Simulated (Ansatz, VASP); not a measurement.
# Mg3TeSe2: VASP beside Ansatz

Contents of INCAR:

```
SYSTEM = Mg3TeSe2
  PREC = Accurate
  ENCUT = 600
  EDIFF = 1E-6
  ISMEAR = 0
  SIGMA = 0.1
  LREAL = .FALSE.
  LASPH = .TRUE.
  NELM = 100
  ALGO = Normal
  ISIF = 3
  LWAVE = .FALSE.
  LCHARG = .FALSE.
  GGA = PE
  IBRION = 2
  NSW = 90
  EDIFFG = -0.04
```

Contents of KPOINTS:

```
Automatic mesh
0
G
  6 6 2
  0 0 0
```

The input POSCAR:

```
Mg3TeSe2
1.0
    4.0814149900      0.0000000000      0.0000000000
   -2.0407075000      3.5346090700      0.0000000000
    0.0000000000      0.0000000000     10.0682944000
Mg Te Se
3 1 2
Direct
    0.3333333300      0.6666666700      0.1657571800
    0.6666666700      0.3333333300      0.8342428200
    0.0000000000      0.0000000000      0.5000000000
    0.0000000000      0.0000000000      0.0000000000
    0.3333333300      0.6666666700      0.6686666600
    0.6666666700      0.3333333300      0.3313333400
```

Input for Ansatz:

```yaml
crystal:
  lattice:
    - [4.08141499, 0.0, 0.0]
    - [-2.0407075, 3.53460907, 0.0]
    - [0.0, 0.0, 10.0682944]
  atoms:
    - { symbol: Mg, position: [0.33333333, 0.66666667, 0.16575718] }
    - { symbol: Mg, position: [0.66666667, 0.33333333, 0.83424282] }
    - { symbol: Mg, position: [0.0, 0.0, 0.5] }
    - { symbol: Te, position: [0.0, 0.0, 0.0] }
    - { symbol: Se, position: [0.33333333, 0.66666667, 0.66866666] }
    - { symbol: Se, position: [0.66666667, 0.33333333, 0.33133334] }
basis:
  ecutwfc: 420
kpoints:
  mp_grid: { grid: [6, 6, 2] }
hamiltonian:
  xc: pbe
scf:
  occupations: { method: gaussian, width: 0.1 }
  lower_state_search: "off"
output:
  forces: true
  stress: true
  eigenvalues: true
relax:
  adjacent_minimum: "off"
  f_tol: 0.04
  max_steps: 70
  cell: { stress_tol: 0.4 }
```

Change from the starting cell: species swapped into the InSn2Te3 type (P-3m1, No. 164).

Alike in both runs: task relaxation of cell and atoms; functional PBE; k mesh 6 × 6 × 2; occupations gaussian, width 0.1 eV; no spin polarisation.

|  | VASP | Ansatz |
| --- | --- | --- |
| version | VASP 6.6.1 | Ansatz 0.2.0 |
| potentials or method | VASP PAW PBE potentials, release 64 (Mg, Te, Se), cutoff 600 eV | scalar-relativistic, plane waves, PAW |
| valence electrons in the cell | 24 | 78 |

```csv
,VASP,Ansatz,Ansatz less VASP
"gap on the k mesh at the Fermi level, each at its own relaxed structure (eV)",0.48,0.50,+0.018
relaxed volume (Å³/atom),22.67,22.80,+0.128
relaxed cell length with the largest relative difference (Å),4.002,4.011,+0.0087
```

VASP's potentials hold 24 valence electrons a cell and Ansatz's 78, so a difference there can come from the potentials and not from the codes.

Neither program's run includes spin-orbit coupling.
